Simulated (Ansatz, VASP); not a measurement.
# Fe: VASP beside Ansatz

```
CELL_PARAMETERS angstrom
-1.43900 1.45339 1.43900
1.43900 -1.45339 1.43900
1.43900 1.45339 -1.43900
ATOMIC_POSITIONS crystal
Fe 0.00000 0.00000 0.00000
```

Change from the starting cell: strain +0.0100 x Voigt [0, 1, 0, 0, 0, 0], atoms carried along.

Alike in both runs: task single point; functional PBEsol; k mesh 24 × 24 × 24; occupations gaussian, width 0.15 eV; collinear spin.

|  | VASP | Ansatz |
| --- | --- | --- |
| version | VASP 6.6.1 | Ansatz 0.2.0 |
| potentials or method | VASP PAW PBE potentials, release 64 (Fe), cutoff 520 eV | scalar-relativistic, plane waves, PAW |
| valence electrons in the cell | 8 | 16 |

|  | VASP | Ansatz | Ansatz less VASP |
| --- | --- | --- | --- |
| gap on the k mesh at the Fermi level (eV) | none | none | - |
| pressure (GPa) | -17.8 | -18.2 | -0.42 |
| traceless stress, the component that is largest in VASP (GPa) | -0.63 | -0.65 | -0.020 |
| net moment per atom (μB) | 2.29 | 2.27 | -0.022 |
| size of the moment on the site where the two differ most (μB) | 2.29 | 2.32 | +0.025 |

VASP's potentials were made for PBE, not for PBEsol. Site moments also hang on the region over which each program counts them. A gap of «none» marks a metal or a gap that the smearing closes. VASP's potentials hold 8 valence electrons a cell and Ansatz's 16, so a difference there can come from the potentials and not from the codes.
